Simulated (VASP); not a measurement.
# K2Sm (Fd-3m) in VASP: further runs

Runs on K2Sm. Level: PBE. Tasks: single point.

Program: VASP 6.6.1. These are calculated values, not measurements. Logs are shortened: lines on timing, memory, paths and dates and some standing lists are left out, and cuts for length are marked.

## (1) The cell of the first run

Symmetry: Fd-3m, No. 227, cubic system. Conventional cell: a = 9.145 Å, b = 9.145 Å, c = 9.145 Å, α = 90.00°, β = 90.00°, γ = 90.00°. Within 4.3 Å of K (site symmetry -3m) lie 6 K at 3.23 Å and 6 Sm at 3.79 Å. Within 5.0 Å of Sm (site symmetry -43m) lie 12 K at 3.79 Å and 4 Sm at 3.96 Å.

The cell was generated, and may not be a known phase.

## (2) Single point, PBE

INCAR

```
SYSTEM = K2Sm
PREC = Accurate
ENCUT = 500
EDIFF = 1E-6
ISMEAR = 0
SIGMA = 0.1
LREAL = .FALSE.
LASPH = .TRUE.
NELM = 200
ALGO = Normal
ISIF = 2
LWAVE = .FALSE.
LCHARG = .FALSE.
GGA = PE
NBANDS = 38
GGA_COMPAT = .FALSE.
LMAXMIX = 6
```

KPOINTS

```
Automatic mesh
0
G
  4 4 4
  0 0 0
```

POSCAR

```
K2Sm
1.0
    0.0000000000      4.5726180000      4.5726180000
    4.5726180000      0.0000000000      4.5726180000
    4.5726180000      4.5726180000      0.0000000000
K Sm
4 2
Direct
    0.1250000000      0.1250000000      0.1250000000
    0.6250000000      0.1250000000      0.1250000000
    0.1250000000      0.1250000000      0.6250000000
    0.1250000000      0.6250000000      0.1250000000
    0.5000000000      0.5000000000      0.5000000000
    0.7500000000      0.7500000000      0.7500000000
```

Potentials or basis: VASP PAW PBE potentials, release 64 (K_sv, Sm_3), 4f in core.

Started as:

```bash
$ cat potpaw_PBE.64/K_sv/POTCAR potpaw_PBE.64/Sm_3/POTCAR > POTCAR
$ mpirun -np 1 vasp_std > vasp.out
```

OUTCAR:

```text
SYSTEM = K2Sm
   PREC = Accurate
   ENCUT = 500
   EDIFF = 1E-6
   ISMEAR = 0
   LREAL = .FALSE.
   LASPH = .TRUE.
   NELM = 200
   ISIF = 2
   GGA = PE

 ion  position               nearest neighbor table
   1  0.125  0.125  0.125-   2 3.23   3 3.23   4 3.23   3 3.23   4 3.23   2 3.23   6 3.79   5 3.79
                             6 3.79   5 3.79   6 3.79   5 3.79
   2  0.625  0.125  0.125-   1 3.23   3 3.23   4 3.23   1 3.23   3 3.23   4 3.23   5 3.79   6 3.79
                             5 3.79   6 3.79   6 3.79   5 3.79
   3  0.125  0.125  0.625-   1 3.23   1 3.23   2 3.23   4 3.23   4 3.23   2 3.23   6 3.79   5 3.79
                             6 3.79   5 3.79   6 3.79   5 3.79
   4  0.125  0.625  0.125-   1 3.23   3 3.23   1 3.23   2 3.23   3 3.23   2 3.23   6 3.79   5 3.79
                             6 3.79   5 3.79   6 3.79   5 3.79
   5  0.500  0.500  0.500-   3 3.79   4 3.79   2 3.79   3 3.79   1 3.79   2 3.79   4 3.79   1 3.79
                             1 3.79   2 3.79   3 3.79   4 3.79
   6  0.750  0.750  0.750-   1 3.79   2 3.79   4 3.79   2 3.79   3 3.79   3 3.79   4 3.79   2 3.79
                             3 3.79   1 3.79   4 3.79   1 3.79

  LATTYP: Found a face centered cubic cell.
 ALAT       =     9.1452360000

  Lattice vectors:

 A1 = (   0.0000000000,   4.5726180000,   4.5726180000)
 A2 = (   4.5726180000,   0.0000000000,   4.5726180000)
 A3 = (   4.5726180000,   4.5726180000,   0.0000000000)

Analysis of symmetry for initial positions (statically):
=====================================================================
 Subroutine PRICEL returns:
 Original cell was already a primitive cell.

 Routine SETGRP: Setting up the symmetry group for a
 face centered cubic supercell.

 Subroutine GETGRP returns: Found 48 space group operations
 (whereof 24 operations were pure point group operations)
 out of a pool of 48 trial point group operations.

The static configuration has the point symmetry T_d .
 The point group associated with its full space group is O_h .

Analysis of symmetry for dynamics (positions and initial velocities):
=====================================================================
 Subroutine PRICEL returns:
 Original cell was already a primitive cell.

 Routine SETGRP: Setting up the symmetry group for a
 face centered cubic supercell.

 Subroutine GETGRP returns: Found 48 space group operations
 (whereof 24 operations were pure point group operations)
 out of a pool of 48 trial point group operations.

The dynamic configuration has the point symmetry T_d .
 The point group associated with its full space group is O_h .

 Subroutine INISYM returns: Found 48 space group operations
[... 93 lines left out ...]
   NFREE  =      0    steps in history (QN), initial steepest desc. (CG)
   ISIF   =      2    stress and relaxation
   ISYM   =      2    0-nonsym 1-usesym 2-fastsym
   POTIM  = 0.5000    time-step for ionic-motion
   TEBEG  =    0.0;   TEEND  =   0.0 temperature during run
   PSTRESS=    0.0 pullay stress
   NELECT =      58.0000    total number of electrons
   NUPDOWN=      -1.0000    fix difference up-down
   EMIN   =  10.00;   EMAX   =-10.00  energy-range for DOS
   EFERMI =   0.00;   METHOD = LEGACY
   ISMEAR =     0;   SIGMA  =   0.10  broadening in eV -4-tet -1-fermi 0-gaus
   EFERMI_NEDOS =   21; number of points for ismear=-14 and -15
   IALGO  =     38    algorithm
   IMIX   =      4    mixing-type and parameters
     AMIX     =   0.40;   BMIX     =  1.00
     AMIX_MAG =   1.60;   BMIX_MAG =  1.00
  volume/ion in A,a.u.               =      31.87       215.07
  Fermi-wavevector in a.u.,A,eV,Ry     =   1.099958  2.078618 16.461778  1.209907
  Thomas-Fermi vector in A             =   2.236361
   LORBIT       =      0    0 simple, 1 ext, 2 COOP (PROOUT), +10 PAW based schemes
   GGA     = PE    functional components
   LHFCALC =     F    Hartree Fock is set to
   AEXX    =    0.0000 exact exchange contribution
   IVDW    =     0    specifies the selected vdW correction
   LEPSILON=     F    determine dielectric tensor
   LRPA    =     F    only Hartree local field effects (RPA)
 non-spin polarized calculation
 Gauss-broadening in eV      SIGMA  =   0.10
  energy-cutoff  :      500.00
  volume of cell :      191.22
 maximum number of plane-waves:      4909
   NGX = 23   NGY = 23   NGZ = 23

 number of electron      58.0000006 magnetization

 Free energy of the ion-electron system (eV)
  ---------------------------------------------------
  ext. energy  EPLUGINS =         0.00000000
  ---------------------------------------------------
  free energy    TOTEN  =        -7.48459326 eV

  energy without entropy =       -7.45792891  energy(sigma->0) =       -7.47126109

 E-fermi :   2.9094     XC(G=0):  -8.8363

 val. band max:        2.7838488650   @ k =   0.2500   0.2500   0.0000
 cond. band min:       2.9627732972   @ k =   0.5000   0.5000   0.0000
 fundamental gap:      0.1789244322
 Fermi energy:         2.9094405457

 k-point     1 :       0.0000    0.0000    0.0000
  band No.  band energies     occupation
      1     -38.7639      2.00000
      2     -38.7445      2.00000
      3     -29.2004      2.00000
      4     -28.9604      2.00000
      5     -28.9604      2.00000
      6     -28.9604      2.00000
[... 317 lines left out ...]
     37       4.8433      0.00000
     38       4.8433      0.00000

------------------------ aborting loop because EDIFF is reached ----------------------------------------

  FORCE on cell =-STRESS in cart. coord.  units (eV):
  Direction    XX          YY          ZZ          XY          YZ          ZX
  --------------------------------------------------------------------------------------
  -------------------------------------------------------------------------------------
  Total       10.9081437     10.9081437     10.9081437      0.0000000      0.0000000     -0.0000000
  in kB       91.3979958     91.3979958     91.3979958      0.0000000      0.0000000     -0.0000000
  external PRESSURE =      91.3979958 kB  Pullay stress =       0.0000000 kB

 VOLUME and BASIS-vectors are now :
 -----------------------------------------------------------------------------
  energy-cutoff  :      500.00
  volume of cell :      191.22
      direct lattice vectors                 reciprocal lattice vectors
     0.000000000  4.572618000  4.572618000    -0.109346549  0.109346549  0.109346549
     4.572618000  0.000000000  4.572618000     0.109346549 -0.109346549  0.109346549
     4.572618000  4.572618000  0.000000000     0.109346549  0.109346549 -0.109346549

 POSITION                                       TOTAL-FORCE (eV/Angst)
 -----------------------------------------------------------------------------------
      1.14315      1.14315      1.14315        -0.000000      0.000000     -0.000000
      1.14315      3.42946      3.42946        -0.000000      0.000000     -0.000000
      3.42946      3.42946      1.14315        -0.000000      0.000000     -0.000000
      3.42946      1.14315      3.42946        -0.000000      0.000000     -0.000000
      4.57262      4.57262      4.57262        -0.000000      0.000000      0.000000
      6.85893      6.85893      6.85893         0.000000     -0.000000     -0.000000
 -----------------------------------------------------------------------------------
    total drift:                                0.000000      0.000000      0.000000

  FREE ENERGIE OF THE ION-ELECTRON SYSTEM (eV)
  ---------------------------------------------------
  free  energy   TOTEN  =        -7.4845932568 eV

  energy  without entropy=       -7.4579289144  energy(sigma->0) =       -7.47126109
```

It took 40 s on 1 thread of AMD EPYC 9R45 (Zen 5), shared host; peak memory 0.3 GiB.

Results:

- Free energy: -7.4846 eV
- Pressure: 9.1 GPa
- Band gap on the k mesh: zero (bands 29 and 30 overlap by 0.25 eV)

Caveat: the cell stands under pressure; spin-orbit coupling is left out, which moves the levels of the heavy elements; the 4f electrons are frozen in the core, so they carry no moment and show no levels.

## (3) Single point, PBE

This run uses another cell than the first one, of 48.80 Å³/atom.

INCAR

```
ALGO     = Normal         # electronic algorithm
EDIFF    = 1E-6           # SCF threshold, eV
ENCUT    = 500            # plane-wave cutoff, eV
GGA      = PE             # functional
GGA_COMPAT= False        
ISIF     = 2              # what is computed and relaxed
ISMEAR   = 0              # smearing method
LASPH    = True           # aspherical terms in the spheres
LCHARG   = False          # write CHGCAR
LMAXMIX  = 6              # l up to which the mixer works
LREAL    = False          # projectors in reciprocal space
LWAVE    = False          # write WAVECAR
NBANDS   = 38             # bands
NELM     = 200            # most SCF steps
PREC     = Accurate       # precision mode
SIGMA    = 0.1            # smearing width, eV
```

KPOINTS

```
k-points
0
Gamma
  4 4 4
```

Edit POSCAR of step 2 so:

```diff
@@ -2,5 +2,5 @@
 1.0
-    0.0000000000      4.5726180000      4.5726180000
-    4.5726180000      0.0000000000      4.5726180000
-    4.5726180000      4.5726180000      0.0000000000
+    0.0000000000      5.2703871592      5.2703871592
+    5.2703871592      0.0000000000      5.2703871592
+    5.2703871592      5.2703871592      0.0000000000
 K Sm
```

Potentials or basis: VASP PAW PBE potentials, release 64 (K_sv, Sm_3), 4f in core.

Started as:

```bash
$ cat potpaw_PBE.64/K_sv/POTCAR potpaw_PBE.64/Sm_3/POTCAR > POTCAR
$ mpirun -np 1 vasp_std > vasp.out
```

It took 64 s on 1 thread of AMD EPYC 9R45 (Zen 5), shared host; peak memory 0.37 GiB.

The run converged. Its results:

| Property | Result |
| --- | --- |
| Free energy | -9.6345 eV |
| Pressure | 0.0 GPa |
| Band gap on the k mesh | zero (bands 29 and 30 overlap by 0.21 eV) |

Levels at points of the mesh, in eV from the Fermi level:
| k point | band 26 | band 27 | band 28 | band 29 | band 30 | band 31 | band 32 | band 33 |
| --- | --- | --- | --- | --- | --- | --- | --- | --- |
| (0.00, 0.00, 0.00) | -0.19 | -0.19 | -0.19 | 0.04 | 0.04 | 0.34 | 0.34 | 0.34 |
| (0.50, 0.00, 0.00) | -1.67 | -0.55 | -0.28 | -0.28 | 0.12 | 0.12 | 0.60 | 0.60 |
| (0.50, 0.50, 0.00) | -1.69 | -0.79 | -0.79 | 0.05 | 0.05 | 0.22 | 0.22 | 0.61 |

Caveat: spin-orbit coupling is left out, which moves the levels of the heavy elements; the 4f electrons are frozen in the core, so they carry no moment and show no levels. Spin polarisation is off, so any magnetic state and its effect on volume and gap are missing.

## (4) Single point, PBE

This run uses another cell than the first one, of 48.80 Å³/atom.

INCAR

```
SYSTEM = K2Sm
  ALGO = Normal
  EDIFF = 1E-6
  ENCUT = 500
  GGA = PE
  GGA_COMPAT = .FALSE.
  ISIF = 2
  ISMEAR = 0
  LASPH = .TRUE.
  LCHARG = .FALSE.
  LMAXMIX = 6
  LREAL = .FALSE.
  LWAVE = .FALSE.
  NBANDS = 38
  NELM = 200
  PREC = Accurate
  SIGMA = 0.1
```

KPOINTS

```
k-points
0
G
  6 6 6
  0 0 0
```

POSCAR

```
K2Sm
1.0
    0.0000000000      5.2703871592      5.2703871592
    5.2703871592      0.0000000000      5.2703871592
    5.2703871592      5.2703871592      0.0000000000
K Sm
4 2
Direct
    0.6250000000      0.6250000000      0.6250000000
    0.1250000000      0.6250000000      0.6250000000
    0.6250000000      0.6250000000      0.1250000000
    0.6250000000      0.1250000000      0.6250000000
    0.0000000000      0.0000000000      0.0000000000
    0.2500000000      0.2500000000      0.2500000000
```

Started as:

```bash
$ cat potpaw_PBE.64/K_sv/POTCAR potpaw_PBE.64/Sm_3/POTCAR > POTCAR
$ mpirun -np 1 vasp_std > vasp.out
```

Run time: 2 min. Hardware: 1 thread of AMD EPYC 9R45 (Zen 5), shared host; peak memory 0.42 GiB.

It converged, with:

```
Free energy            : -9.6208 eV
Pressure               : 0.0 GPa
Band gap on the k mesh : zero (bands 29 and 30 overlap by 0.17 eV)
```

Levels at points of the mesh, in eV from the Fermi level:
| k point | band 26 | band 27 | band 28 | band 29 | band 30 | band 31 | band 32 | band 33 |
| --- | --- | --- | --- | --- | --- | --- | --- | --- |
| (0.00, 0.00, 0.00) | -0.19 | -0.19 | -0.19 | 0.05 | 0.05 | 0.34 | 0.34 | 0.34 |
| (0.50, 0.00, 0.00) | -1.67 | -0.55 | -0.28 | -0.28 | 0.13 | 0.13 | 0.61 | 0.61 |
| (0.50, 0.50, 0.00) | -1.69 | -0.79 | -0.79 | 0.05 | 0.05 | 0.22 | 0.22 | 0.62 |

Caveat: spin-orbit coupling is left out, which moves the levels of the heavy elements; the 4f electrons are frozen in the core, so they carry no moment and show no levels. Spin polarisation is off, so any magnetic state and its effect on volume and gap are missing.

## (5) Overview

```csv
cell,k mesh,gap on the mesh (eV),pressure (GPa)
"a = 6.467 Å, angles 60.0°, 6 atoms",4 × 4 × 4,none,9.1
"a = 7.453 Å, angles 60.0°, 6 atoms",4 × 4 × 4,none,0.0
"a = 7.453 Å, angles 60.0°, 6 atoms",6 × 6 × 6,none,0.0
```

Alike in all rows: task single point; level PBE; potentials or basis VASP PAW PBE potentials, release 64 (K_sv, Sm_3), 4f in core; no spin polarisation; cutoff (eV) 500; smearing gaussian 0.1 eV.

Caveats: spin-orbit coupling is left out, which moves the levels of the heavy elements; the 4f electrons are frozen in the core, so they carry no moment and show no levels; the cell stands under pressure (at least some runs).

Total energies depend on the potentials used, so only differences within one code and one set of settings carry meaning.

The gap in the log of VASP goes by the Fermi energy; the results here count the filled bands.